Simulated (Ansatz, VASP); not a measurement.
NaH: VASP beside Ansatz

Contents of INCAR:

```
SYSTEM = NaH
PREC = Accurate ; ENCUT = 520
EDIFF = 1E-6 ; ISMEAR = -1
SIGMA = 0.02 ; LREAL = .False.
LASPH = .True. ; NELM = 80
ALGO = Normal ; ISIF = 2
LWAVE = .False. ; LCHARG = .False.
GGA = PE ; NBANDS = 11
```

The input KPOINTS:

```
regular mesh
0
Gamma
  9 9 9
  0 0 0
```

File POSCAR:

```
NaH
1.0
    0.0000000000      2.4878552867      2.4878552867
    2.4878552867      0.0000000000      2.4878552867
    2.4878552867      2.4878552867      0.0000000000
Na H
1 1
Direct
    0.0000000000      0.0000000000      0.0000000000
    0.5000000000      0.5000000000      0.5000000000
```

Input for Ansatz:

```yaml
crystal:
  lattice:
    - [0.0, 2.4878552867, 2.4878552867]
    - [2.4878552867, 0.0, 2.4878552867]
    - [2.4878552867, 2.4878552867, 0.0]
  atoms:
    - { symbol: Na, position: [0.0, 0.0, 0.0] }
    - { symbol: H, position: [0.5, 0.5, 0.5] }
kpoints:
  mp_grid: { grid: [9, 9, 9] }
scf:
  occupations: { method: fermi_dirac, width: 0.02 }
hamiltonian:
  xc: pbe
  pseudopotentials: { kind: all_electron, lapw: { basis_error: 0.00025 } }
output:
  forces: true
  stress: true
  eigenvalues: true
```

Change from the starting cell: volume scaled by 1.06.

Alike in both runs: task single point; functional PBE; k mesh 9 × 9 × 9; occupations fermi-dirac, width 0.02 eV; no spin polarisation.

```csv
,VASP,Ansatz
version,VASP 6.6.1,Ansatz 0.2.0
potentials or method,"VASP PAW PBE potentials, release 64 (Na_pv, H), cutoff 520 eV","all-electron LAPW, scalar-relativistic"
```

```csv
,VASP,Ansatz,Ansatz less VASP
gap on the k mesh at the Fermi level (eV),3.90,3.90,+0.002
pressure (GPa),-1.8,-1.7,+0.06
```

Ansatz ran all-electron here, and VASP with PAW potentials.
